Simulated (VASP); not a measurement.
Here is a VASP 6.6.1 calculation.

POSCAR

```
BaTe
1.0
    5.9738370715      0.0000000000      0.0000000000
   -2.9869185357      5.1734946620      0.0000000000
    0.0000000000      0.0000000000      7.0021674675
Ba Te
2 2
Direct
    0.3333333333      0.6666666667      0.2500000000
    0.6666666667      0.3333333333      0.7500000000
    0.6666666667      0.3333333333      0.2500000000
    0.3333333333      0.6666666667      0.7500000000
```

INCAR.step1

```
PREC = Accurate ; ENCUT = 550
ISMEAR = -1 ; SIGMA = 0.02
LREAL = F ; LASPH = T
NELM = 120 ; NBANDS = 24
GGA = PE ; ALGO = Normal
EDIFF = 1E-5 ; LWAVE = T
LCHARG = F ; GGA_COMPAT = F
```

Contents of INCAR.step2:

```
PREC = Accurate ; ENCUT = 550
EDIFF = 1E-6 ; ISMEAR = -1
SIGMA = 0.02 ; LREAL = F
LASPH = T ; NELM = 120
ALGO = Normal ; ISIF = 2
LWAVE = F ; LCHARG = F
METAGGA = R2SCAN ; LMIXTAU = T
NBANDS = 24 ; ISTART = 1
GGA_COMPAT = F
```

Contents of KPOINTS:

```
Automatic mesh
0
Gamma
  6 6 4
```

Potentials or basis: VASP PAW PBE potentials, release 64 (Ba_sv, Te).

The run is started by

```console
$ cat potpaw_PBE.64/Ba_sv/POTCAR potpaw_PBE.64/Te/POTCAR > POTCAR
$ cp INCAR.step1 INCAR
$ mpirun -np 1 vasp_std > vasp.out
$ cp INCAR.step2 INCAR
$ mpirun -np 1 vasp_std > vasp.out
```

Problem. What does it give for the pressure?

Solution. 0.2 GPa.

Problem. What does it give for the band gap on the k mesh?

Solution. 2.24 eV (least direct gap 2.53 eV).

Stress tensor (GPa, compression positive):
```
0.17 0.00 0.00
0.00 0.17 0.00
0.00 0.00 0.30
```

Caveat: the PAW data sets were made with another functional, which shifts forces and pressure a little; spin-orbit coupling is left out, which moves the levels of the heavy elements. A k mesh can miss the band edges.
